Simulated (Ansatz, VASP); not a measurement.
Given: the input of a run of Ansatz 0.2.0 on CoO.

File input.yaml:

```yaml
crystal:
  lattice:
    - [1.6022198417, 0.9250420569, 2.5664708903]
    - [-1.6022198417, 0.9250420569, 2.5664708903]
    - [0.0, -1.8500841138, 2.5664708903]
  atoms:
    - { symbol: Co, position: [0.99897832, 0.99897832, 0.99897832], spin: 3.5 }
    - { symbol: O, position: [0.75102103, 0.75102103, 0.75102103] }
hamiltonian:
  xc: pbesol
  pseudopotentials: { kind: paw }
magnetization:
  spin_polarized: true
kpoints:
  mp_grid: { grid: [10, 10, 10] }
scf:
  occupations: { method: fermi_dirac, width: 0.05 }
output:
  forces: true
  stress: true
  eigenvalues: true
```

Potentials or basis: Ansatz PAW.

Command:

```bash
$ ansatz run input.yaml --threads 2 --pin off --max-ram 5632MiB --backend cpu --events-out ev --progress --plain --runs-dir out
```

Question: Translate it to VASP 6.6.1. Potentials there: VASP PAW PBE potentials, release 64 (Co, O).

Answer: As run (the cutoff follows the program's own potentials):

File INCAR:

```
SYSTEM = CoO
PREC = Accurate ; ENCUT = 520
EDIFF = 1E-6 ; ISMEAR = -1
SIGMA = 0.05 ; LREAL = .False.
LASPH = .True. ; NELM = 150
ALGO = Normal ; ISIF = 2
LWAVE = .False. ; LCHARG = .False.
ISPIN = 2 ; MAGMOM = 3.5 0
LORBIT = 11 ; LMAXMIX = 4
GGA = PS ; NBANDS = 18
```

KPOINTS

```
Automatic mesh
0
Gamma
  10 10 10
  0 0 0
```

Contents of POSCAR:

```
CoO
1.0
    1.6022198417      0.9250420569      2.5664708903
   -1.6022198417      0.9250420569      2.5664708903
    0.0000000000     -1.8500841138      2.5664708903
Co O
1 1
Direct
    0.9989783200      0.9989783200      0.9989783200
    0.7510210300      0.7510210300      0.7510210300
```

Potentials or basis: VASP PAW PBE potentials, release 64 (Co, O).

The run is started by

```console
$ cat potpaw_PBE.64/Co/POTCAR potpaw_PBE.64/O/POTCAR > POTCAR
$ mpirun -np 1 vasp_std > vasp.out
```

Both were run:

|  | VASP | Ansatz | Ansatz less VASP |
| --- | --- | --- | --- |
| gap on the k mesh at the Fermi level (eV) | none | none | - |
| pressure (GPa) | -8.3 | -7.9 | +0.35 |
| traceless stress, the component that is largest in VASP (GPa) | 3.27 | 3.26 | -0.008 |
| rms of the force components (eV/Å) | 0.125 | 0.124 | -0.0011 |
| net moment per atom (μB) | 1.38 | 1.39 | +0.012 |
| size of the moment on the site where the two differ most (μB) | 2.37 | 2.22 | -0.153 |

VASP's potentials were made for PBE, not for PBEsol. Site moments also hang on the region over which each program counts them. Atom by atom the forces differ by 0.001 eV/Å (rms over components). A gap of «none» marks a metal or a gap that the smearing closes. VASP's potentials hold 15 valence electrons a cell and Ansatz's 23, so a difference there can come from the potentials and not from the codes.
